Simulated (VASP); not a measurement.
# Ni (Pm-3n) in VASP: a series of runs

The runs below take Ni through single point, relaxation of cell and atoms, with RPBE.

Everything below comes from runs of VASP 6.6.1. Logs are shortened: lines on timing, memory, paths and dates and some standing lists are left out, and cuts for length are marked.

### 1 The cell of the first run

The structure is cubic, space group Pm-3n (No. 223). The conventional cell has a = 4.511 Å, b = 4.511 Å, c = 4.511 Å, α = 90.00°, β = 90.00°, γ = 90.00°. Within 3.3 Å of Ni (site symmetry m-3) lie 12 Ni at 2.52 Å. Within 3.0 Å of Ni (site symmetry -4m2) lie 14 Ni at 2.26 to 2.76 Å.

### 2 Single point, RPBE, collinear spin, ferromagnetic start

Contents of INCAR:

```
SYSTEM = Ni
PREC = Accurate
ENCUT = 520
EDIFF = 1E-6
ISMEAR = -1
SIGMA = 0.05
LREAL = .FALSE.
LASPH = .TRUE.
NELM = 150
ALGO = Normal
ISIF = 2
LWAVE = .FALSE.
LCHARG = .FALSE.
ISPIN = 2
MAGMOM = 0.633 0.633 0.625 0.625 0.625 0.625 0.625 0.625
LORBIT = 11
LMAXMIX = 4
GGA = RP
NBANDS = 54
```

Contents of KPOINTS:

```
Automatic mesh
0
G
  8 8 8
  0 0 0
```

Contents of POSCAR:

```
Ni
1.0
    4.5114659494      0.0000000000      0.0000000000
    0.0000000000      4.5114659494      0.0000000000
    0.0000000000      0.0000000000      4.5114659494
Ni
8
Direct
    1.0000000000      1.0000000000      0.0000000000
    0.5000000000      0.5000000000      0.5000000000
    0.2500000000      0.0000000000      0.5000000000
    0.7500000000      0.0000000000      0.5000000000
    0.5000000000      0.2500000000      0.0000000000
    0.5000000000      0.7500000000      0.0000000000
    0.0000000000      0.5000000000      0.2500000000
    0.0000000000      0.5000000000      0.7500000000
```

Potentials or basis: VASP PAW PBE potentials, release 64 (Ni).

On the command line:

```
$ cat potpaw_PBE.64/Ni/POTCAR > POTCAR
$ mpirun -np 1 vasp_std > vasp.out
```

OUTCAR:

```text
SYSTEM = Ni
   PREC = Accurate
   ENCUT = 520
   EDIFF = 1E-6
   ISMEAR = -1
   LREAL = .FALSE.
   LASPH = .TRUE.
   NELM = 150
   ISIF = 2
   ISPIN = 2
   LORBIT = 11
   GGA = RP

 ion  position               nearest neighbor table
   1  0.000  0.000  0.000-   3 2.52   4 2.52   5 2.52   6 2.52   7 2.52   8 2.52   3 2.52   4 2.52
                             7 2.52   8 2.52   5 2.52   6 2.52
   2  0.500  0.500  0.500-   3 2.52   4 2.52   5 2.52   6 2.52   7 2.52   8 2.52   5 2.52   6 2.52
                             3 2.52   4 2.52   7 2.52   8 2.52
   3  0.250  0.000  0.500-   4 2.26   4 2.26   1 2.52   1 2.52   2 2.52   2 2.52   8 2.76   7 2.76
                             8 2.76   7 2.76   6 2.76   5 2.76   5 2.76   6 2.76
   4  0.750  0.000  0.500-   3 2.26   3 2.26   1 2.52   1 2.52   2 2.52   2 2.52   8 2.76   7 2.76
                             8 2.76   7 2.76   6 2.76   5 2.76   5 2.76   6 2.76
   5  0.500  0.250  0.000-   6 2.26   6 2.26   1 2.52   2 2.52   2 2.52   1 2.52   8 2.76   7 2.76
                             7 2.76   8 2.76   3 2.76   4 2.76   3 2.76   4 2.76
   6  0.500  0.750  0.000-   5 2.26   5 2.26   1 2.52   2 2.52   2 2.52   1 2.52   8 2.76   7 2.76
                             7 2.76   8 2.76   3 2.76   4 2.76   3 2.76   4 2.76
   7  0.000  0.500  0.250-   8 2.26   8 2.26   1 2.52   2 2.52   1 2.52   2 2.52   3 2.76   4 2.76
                             5 2.76   3 2.76   4 2.76   6 2.76   5 2.76   6 2.76
   8  0.000  0.500  0.750-   7 2.26   7 2.26   1 2.52   2 2.52   1 2.52   2 2.52   3 2.76   4 2.76
                             5 2.76   3 2.76   4 2.76   6 2.76   5 2.76   6 2.76

  LATTYP: Found a simple cubic cell.
 ALAT       =     4.5114659494

  Lattice vectors:

 A1 = (   4.5114659494,   0.0000000000,   0.0000000000)
 A2 = (   0.0000000000,   4.5114659494,   0.0000000000)
 A3 = (   0.0000000000,   0.0000000000,   4.5114659494)

Analysis of symmetry for initial positions (statically):
=====================================================================
 Subroutine PRICEL returns:
 Original cell was already a primitive cell.

 Routine SETGRP: Setting up the symmetry group for a
 simple cubic supercell.

 Subroutine GETGRP returns: Found 48 space group operations
 (whereof 24 operations were pure point group operations)
 out of a pool of 48 trial point group operations.

The static configuration has the point symmetry T_h .
 The point group associated with its full space group is O_h .

Analysis of symmetry for dynamics (positions and initial velocities):
=====================================================================
 Subroutine PRICEL returns:
 Original cell was already a primitive cell.

 Routine SETGRP: Setting up the symmetry group for a
 simple cubic supercell.

 Subroutine GETGRP returns: Found 48 space group operations
 (whereof 24 operations were pure point group operations)
 out of a pool of 48 trial point group operations.

The dynamic configuration has the point symmetry T_h .
 The point group associated with its full space group is O_h .

Analysis of structural, dynamic, and magnetic symmetry:
=====================================================================
 Subroutine PRICEL returns:
 Original cell was already a primitive cell.

 Routine SETGRP: Setting up the symmetry group for a
 simple cubic supercell.

 Subroutine GETGRP returns: Found 48 space group operations
 (whereof 24 operations were pure point group operations)
 out of a pool of 48 trial point group operations.

The overall configuration has the point symmetry T_h .
 The point group associated with its full space group is O_h .

 Subroutine INISYM returns: Found 48 space group operations
 (whereof 24 operations are pure point group operations),
 and found     1 'primitive' translations

----------------------------------------------------------------------------------------

                                     Primitive cell

  volume of cell :      91.8233

  direct lattice vectors                    reciprocal lattice vectors
     4.511465949  0.000000000  0.000000000     0.221657442  0.000000000  0.000000000
     0.000000000  4.511465949  0.000000000     0.000000000  0.221657442  0.000000000
     0.000000000  0.000000000  4.511465949     0.000000000  0.000000000  0.221657442

  length of vectors
     4.511465949  4.511465949  4.511465949     0.221657442  0.221657442  0.221657442

  position of ions in fractional coordinates (direct lattice)
     0.000000000  0.000000000  0.000000000
     0.500000000  0.500000000  0.500000000
     0.250000000  0.000000000  0.500000000
     0.750000000  0.000000000  0.500000000
[... 81 lines left out ...]
   ISPIN  =      2    spin polarized calculation?
   LNONCOLLINEAR =      F non collinear calculations
   LSORBIT =      F    spin-orbit coupling
   LASPH  =      T    aspherical Exc in radial PAW
   ENCUT  =  520.0 eV  38.22 Ry    6.18 a.u.   8.39  8.39  8.39*2*pi/ulx,y,z
   NELM   =    150;   NELMIN=  2; NELMDL= -5     # of ELM steps
   EDIFF  = 0.1E-05   stopping-criterion for ELM
   LREAL  =      F    real-space projection
   EDIFFG = 0.1E-04   stopping-criterion for IOM
   NSW    =      0    number of steps for IOM
   IBRION =     -1    ionic relax: 0-MD 1-quasi-New 2-CG
   NFREE  =      0    steps in history (QN), initial steepest desc. (CG)
   ISIF   =      2    stress and relaxation
   ISYM   =      2    0-nonsym 1-usesym 2-fastsym
   POTIM  = 0.5000    time-step for ionic-motion
   TEBEG  =    0.0;   TEEND  =   0.0 temperature during run
   PSTRESS=    0.0 pullay stress
   NELECT =      80.0000    total number of electrons
   NUPDOWN=      -1.0000    fix difference up-down
   EMIN   =  10.00;   EMAX   =-10.00  energy-range for DOS
   EFERMI =   0.00;   METHOD = LEGACY
   ISMEAR =    -1;   SIGMA  =   0.05  broadening in eV -4-tet -1-fermi 0-gaus
   EFERMI_NEDOS =   21; number of points for ismear=-14 and -15
   IALGO  =     38    algorithm
   IMIX   =      4    mixing-type and parameters
     AMIX     =   0.40;   BMIX     =  1.00
     AMIX_MAG =   1.60;   BMIX_MAG =  1.00
  volume/ion in A,a.u.               =      11.48        77.46
  Fermi-wavevector in a.u.,A,eV,Ry     =   1.563581  2.954740 33.263341  2.444787
  Thomas-Fermi vector in A             =   2.666331
   LORBIT       =     11    0 simple, 1 ext, 2 COOP (PROOUT), +10 PAW based schemes
   GGA     = RP    functional components
   LHFCALC =     F    Hartree Fock is set to
   AEXX    =    0.0000 exact exchange contribution
   IVDW    =     0    specifies the selected vdW correction
   LEPSILON=     F    determine dielectric tensor
   LRPA    =     F    only Hartree local field effects (RPA)
 spin polarized calculation
  energy-cutoff  :      520.00
  volume of cell :       91.82
 maximum number of plane-waves:      2517
 NGX is ok and might be reduce to    36
   NGX = 17   NGY = 17   NGZ = 17

 number of electron      79.9999952 magnetization       4.8988470

 Free energy of the ion-electron system (eV)
  ---------------------------------------------------
  ext. energy  EPLUGINS =         0.00000000
  ---------------------------------------------------
  free energy    TOTEN  =       -38.64137958 eV

  energy without entropy =      -38.48341742  energy(sigma->0) =      -38.56239850

 E-fermi :   8.7993     XC(G=0): -12.8028

 val. band max:        8.7977957631   @ k =   0.2500   0.2500   0.2500
 cond. band min:       8.8028705311   @ k =   0.2500   0.2500   0.0000
 fundamental gap:      0.0050747680
 Fermi energy:         8.7992559260

 spin component 1

 k-point     1 :       0.0000    0.0000    0.0000
  band No.  band energies     occupation
      1       0.1683      1.00000
      2       4.1889      1.00000
      3       4.1889      1.00000
      4       4.7966      1.00000
      5       5.1613      1.00000
      6       5.1613      1.00000
[... 1309 lines left out ...]
     51      16.9000      0.00000
     52      17.7207      0.00000

 [... further k-points ...]

 spin component 2

 k-point     1 :       0.0000    0.0000    0.0000
  band No.  band energies     occupation
      1       0.1170      1.00000
      2       4.5383      1.00000
      3       4.5383      1.00000
      4       5.0854      1.00000
      5       5.6913      1.00000
      6       5.6913      1.00000
[... 1309 lines left out ...]
     51      17.0728      0.00000
     52      17.9294      0.00000

 [... further k-points ...]

 [bands above 52 left out]

------------------------ aborting loop because EDIFF is reached ----------------------------------------

  FORCE on cell =-STRESS in cart. coord.  units (eV):
  Direction    XX          YY          ZZ          XY          YZ          ZX
  --------------------------------------------------------------------------------------
  -------------------------------------------------------------------------------------
  Total        0.2301541      0.2301541      0.2301541     -0.0000000      0.0000000      0.0000000
  in kB        4.0158384      4.0158384      4.0158384     -0.0000000      0.0000000      0.0000000
  external PRESSURE =       4.0158384 kB  Pullay stress =       0.0000000 kB

 VOLUME and BASIS-vectors are now :
 -----------------------------------------------------------------------------
  energy-cutoff  :      520.00
  volume of cell :       91.82
      direct lattice vectors                 reciprocal lattice vectors
     4.511465949  0.000000000  0.000000000     0.221657442  0.000000000  0.000000000
     0.000000000  4.511465949  0.000000000     0.000000000  0.221657442  0.000000000
     0.000000000  0.000000000  4.511465949     0.000000000  0.000000000  0.221657442

 POSITION                                       TOTAL-FORCE (eV/Angst)
 -----------------------------------------------------------------------------------
      0.00000      0.00000      0.00000        -0.000000     -0.000000     -0.000000
      2.25573      2.25573      2.25573        -0.000000     -0.000000     -0.000000
      1.12787      0.00000      2.25573        -0.000000      0.000000      0.000000
      3.38360      0.00000      2.25573         0.000000      0.000000     -0.000000
      2.25573      1.12787      0.00000         0.000000     -0.000000      0.000000
      2.25573      3.38360      0.00000         0.000000      0.000000      0.000000
      0.00000      2.25573      1.12787        -0.000000     -0.000000     -0.000000
      0.00000      2.25573      3.38360        -0.000000     -0.000000      0.000000
 -----------------------------------------------------------------------------------
    total drift:                                0.000000      0.000000     -0.000000

  FREE ENERGIE OF THE ION-ELECTRON SYSTEM (eV)
  ---------------------------------------------------
  free  energy   TOTEN  =       -38.6413795777 eV

  energy  without entropy=      -38.4834174179  energy(sigma->0) =      -38.56239850

 total charge

# of ion       s       p       d       tot
------------------------------------------
    1        0.480   0.461   8.295   9.236
    2        0.480   0.461   8.295   9.236
    3        0.473   0.449   8.316   9.238
    4        0.473   0.449   8.316   9.238
    5        0.473   0.449   8.316   9.238
    6        0.473   0.449   8.316   9.238
    7        0.473   0.449   8.316   9.238
    8        0.473   0.449   8.316   9.238
--------------------------------------------------
tot          3.800   3.614  66.487  73.900

 magnetization (x)

# of ion       s       p       d       tot
------------------------------------------
    1       -0.006  -0.025   0.670   0.638
    2       -0.006  -0.025   0.670   0.638
    3       -0.004  -0.022   0.648   0.623
    4       -0.004  -0.022   0.648   0.623
    5       -0.004  -0.022   0.648   0.623
    6       -0.004  -0.022   0.648   0.623
    7       -0.004  -0.022   0.648   0.623
    8       -0.004  -0.022   0.648   0.623
--------------------------------------------------
tot         -0.035  -0.182   5.229   5.012
```

Wall time 6.2 min (1 thread of Intel Xeon Platinum 8259CL at 2.50GHz (Skylake/Cascade Lake), shared host); peak memory 0.38 GiB.

Results:

* Free energy: -38.6414 eV
* Pressure: 0.4 GPa
* Net moment: 4.90 μB per cell
* Site moments: Ni +0.64, +0.62 (each value once) μB
* Valence electrons inside the program's atomic spheres: Ni 9.24

Caveat: the PAW data sets were made with another functional, which shifts forces and pressure a little.

### 3 Single point, RPBE

This run uses another cell than the first one, of 11.43 Å³/atom.

Contents of INCAR:

```
  PREC = Accurate
  ENCUT = 520
  EDIFF = 1E-7
  ISMEAR = -1
  SIGMA = 0.1
  LREAL = F
  LASPH = T
  NELM = 80
  ALGO = Normal
  ISIF = 2
  LWAVE = F
  LCHARG = F
  GGA = RP
  NBANDS = 50
```

Contents of KPOINTS:

```
regular mesh
0
Gamma
  8 8 8
```

Contents of POSCAR:

```
Ni
1.0
    4.5053909647      0.0000000000      0.0000000000
    0.0000000000      4.5053909647      0.0000000000
    0.0000000000      0.0000000000      4.5053909647
Ni
8
Direct
    1.0000000000      0.0000000000      0.0000000000
    0.5000000000      0.5000000000      0.5000000000
    0.2500000000      0.0000000000      0.5000000000
    0.7500000000      0.0000000000      0.5000000000
    0.5000000000      0.2500000000      0.0000000000
    0.5000000000      0.7500000000      0.0000000000
    0.0000000000      0.5000000000      0.2500000000
    0.0000000000      0.5000000000      0.7500000000
```

Potentials or basis: VASP PAW PBE potentials, release 64 (Ni).

On the command line:

```
$ cat potpaw_PBE.64/Ni/POTCAR > POTCAR
$ mpirun -np 1 vasp_std > vasp.out
```

It took 3.3 min on 1 thread of Intel Xeon 8259CL, shared host; peak memory 0.26 GiB.

The run converged. Its results:

* Free energy: -38.6431 eV
* Pressure: 0.2 GPa
* Band gap on the k mesh: zero (bands 40 and 41 overlap by 0.16 eV)

Levels at points of the mesh, in eV from the Fermi level:
| k point | band 38 | band 39 | band 40 | band 41 | band 42 | band 43 | band 44 | band 45 |
| --- | --- | --- | --- | --- | --- | --- | --- | --- |
| (0.00, 0.00, 0.00) | -0.18 | 0.00 | 0.00 | 0.00 | 1.40 | 1.40 | 1.40 | 2.82 |
| (0.50, 0.00, 0.00) | -0.32 | -0.01 | -0.01 | 0.23 | 0.23 | 2.11 | 2.11 | 2.59 |
| (0.50, 0.50, 0.00) | -0.13 | -0.13 | -0.12 | 0.03 | 0.10 | 0.10 | 0.29 | 2.37 |
| (0.50, 0.50, 0.50) | -0.26 | -0.26 | -0.26 | 0.59 | 0.59 | 0.59 | 0.59 | 0.59 |

Caveat: the PAW data sets were made with another functional, which shifts forces and pressure a little; the run has no spin polarisation, though such a crystal can be magnetic.

### 4 Relaxation of cell and atoms, RPBE

This run uses another cell than the first one, of 10.94 Å³/atom.

Contents of INCAR:

```
SYSTEM = Ni
ALGO     = Normal         ! electronic algorithm
EDIFF    = 1E-7           ! SCF threshold, eV
EDIFFG   = -0.01          ! ionic threshold
ENCUT    = 600            ! plane-wave cutoff, eV
GGA      = RP             ! functional
IBRION   = 2              ! ionic algorithm
ISIF     = 3              ! what is computed and relaxed
ISMEAR   = -1             ! smearing method
LASPH    = .True.         ! aspherical terms in the spheres
LCHARG   = .False.        ! write CHGCAR
LREAL    = .False.        ! projectors in reciprocal space
LWAVE    = .False.        ! write WAVECAR
NELM     = 100            ! most SCF steps
NSW      = 80             ! ionic steps
PREC     = Accurate       ! precision mode
SIGMA    = 0.1            ! smearing width, eV
```

Contents of KPOINTS:

```
k-points
0
Gamma
  6 6 6
  0 0 0
```

Contents of POSCAR:

```
Ni
1.0
    4.4398105893      0.0000000000      0.0000000000
    0.0000000000      4.4398105893      0.0000000000
    0.0000000000      0.0000000000      4.4398105893
Ni
8
Direct
    0.0000000000      0.0000000000      0.0000000000
    0.5000000000      0.5000000000      0.5000000000
    0.2500000000      0.0000000000      0.5000000000
    0.7500000000      0.0000000000      0.5000000000
    0.5000000000      0.2500000000      0.0000000000
    0.5000000000      0.7500000000      0.0000000000
    0.0000000000      0.5000000000      0.2500000000
    0.0000000000      0.5000000000      0.7500000000
```

On the command line:

```
$ cat potpaw_PBE.64/Ni/POTCAR > POTCAR
$ mpirun -np 1 vasp_std > vasp.out
```

It took 4.7 min on 1 thread of Intel Xeon 8259CL, shared host; peak memory 0.25 GiB.

Results (log left out):

```yaml
Free_energy: -38.6464 eV
Relaxed_volume: 11.44 Å³/atom
Relaxed_cell: a = 4.506 Å, b = 4.506 Å, c = 4.506 Å, α = 90.00°, β = 90.00°, γ = 90.00°
Space_group_after_relaxing_to_0.1_Å: Pm-3n (No. 223)
Energy_gained_by_relaxing: 12.4 meV/atom
Ionic_steps: 3
Pressure_after_relaxing: 0.0 GPa
Band_gap_on_the_k_mesh: zero (bands 40 and 41 overlap by 0.13 eV)
```

Step by step:
```
step  energy change (eV)  largest force (eV/Å)  pressure (GPa)  volume (Å³)
   1              0.0000                0.0000            8.40        87.52
   2             -0.0347                0.0000           -5.72        94.98
   3             -0.0995                0.0000            0.00        91.51
```

Final structure:
```
Ni
1.0
     4.50628    0.00000    0.00000
     0.00000    4.50628    0.00000
     0.00000    0.00000    4.50628
Ni
8
Direct
  0.00000 0.00000 0.00000
  0.50000 0.50000 0.50000
  0.25000 0.00000 0.50000
  0.75000 0.00000 0.50000
  0.50000 0.25000 0.00000
  0.50000 0.75000 0.00000
  0.00000 0.50000 0.25000
  0.00000 0.50000 0.75000
```

Levels at points of the mesh, in eV from the Fermi level:
```tsv
k point	band 37	band 38	band 39	band 40	band 41	band 42	band 43	band 44	band 45	band 46
(0.00, 0.00, 0.00)	-0.18	-0.18	0.00	0.00	0.00	1.40	1.40	1.40	2.81	2.81
(0.50, 0.00, 0.00)	-0.32	-0.32	-0.01	-0.01	0.23	0.23	2.11	2.11	2.59	2.59
(0.50, 0.50, 0.00)	-0.28	-0.13	-0.13	-0.12	0.03	0.10	0.10	0.29	2.37	4.13
(0.50, 0.50, 0.50)	-0.26	-0.26	-0.26	-0.26	0.59	0.59	0.59	0.59	0.59	0.59
```

Caveat: the PAW data sets were made with another functional, which shifts forces and pressure a little; the run has no spin polarisation, though such a crystal can be magnetic. Spin polarisation is off, so any magnetic state and its effect on volume and gap are missing.

### 5 The runs side by side

| task | spin | cell | k mesh | cutoff (eV) | smearing | gap on the mesh (eV) | pressure (GPa) |
| --- | --- | --- | --- | --- | --- | --- | --- |
| single point | collinear, ferromagnetic start | a = 4.511 Å, 8 atoms | 8 × 8 × 8 | 520 | fermi-dirac 0.05 eV | none | 0.4 |
| single point | off | a = 4.505 Å, 8 atoms | 8 × 8 × 8 | 520 | fermi-dirac 0.1 eV | none | 0.2 |
| relaxation of cell and atoms | off | relaxed from a = 4.440 Å, 8 atoms | 6 × 6 × 6 | 600 | fermi-dirac 0.1 eV | none | 0.0 |

Alike in all rows: level RPBE; potentials or basis VASP PAW PBE potentials, release 64 (Ni).

Caveats: the PAW data sets were made with another functional, which shifts forces and pressure a little.

Total energies depend on the potentials used, so only differences within one code and one set of settings carry meaning.
